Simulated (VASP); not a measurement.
Here is a VASP 6.6.1 calculation.

Contents of POSCAR:

```
AlRu
1.0
    2.7511670992      0.0000000000      0.0000000000
    0.0000000000      2.7511670992      0.0000000000
    0.0000000000      0.0000000000      2.7511670992
Al Ru
1 1
Direct
    0.0000000000      0.0000000000      0.0000000000
    0.5000000000      0.5000000000      0.5000000000
```

Contents of INCAR.step1:

```
SYSTEM = AlRu
  PREC = Accurate
  ENCUT = 520
  ISMEAR = 0
  SIGMA = 0.1
  LREAL = .False.
  LASPH = .True.
  NELM = 100
  NBANDS = 16
  GGA = PE
  ALGO = Normal
  EDIFF = 1E-4
  LWAVE = .True.
  LCHARG = .False.
```

Contents of INCAR.step2:

```
SYSTEM = AlRu
  PREC = Accurate
  ENCUT = 520
  EDIFF = 1E-6
  ISMEAR = 0
  SIGMA = 0.1
  LREAL = .False.
  LASPH = .True.
  NELM = 100
  ALGO = Normal
  ISIF = 2
  LWAVE = .False.
  LCHARG = .False.
  METAGGA = R2SCAN
  LMIXTAU = .True.
  NBANDS = 16
  ISTART = 1
```

The input KPOINTS:

```
regular mesh
0
Gamma
  16 16 16
  0 0 0
```

Potentials or basis: VASP PAW PBE potentials, release 64 (Al, Ru_pv).

Launch:

```console
$ cat potpaw_PBE.64/Al/POTCAR potpaw_PBE.64/Ru_pv/POTCAR > POTCAR
$ cp INCAR.step1 INCAR
$ mpirun -np 1 vasp_std > vasp.out
$ cp INCAR.step2 INCAR
$ mpirun -np 1 vasp_std > vasp.out
```

(1) Predict the pressure.

Results:

(1) 91.1 GPa.

Caveat: the PAW data sets were made with another functional, which shifts forces and pressure a little.
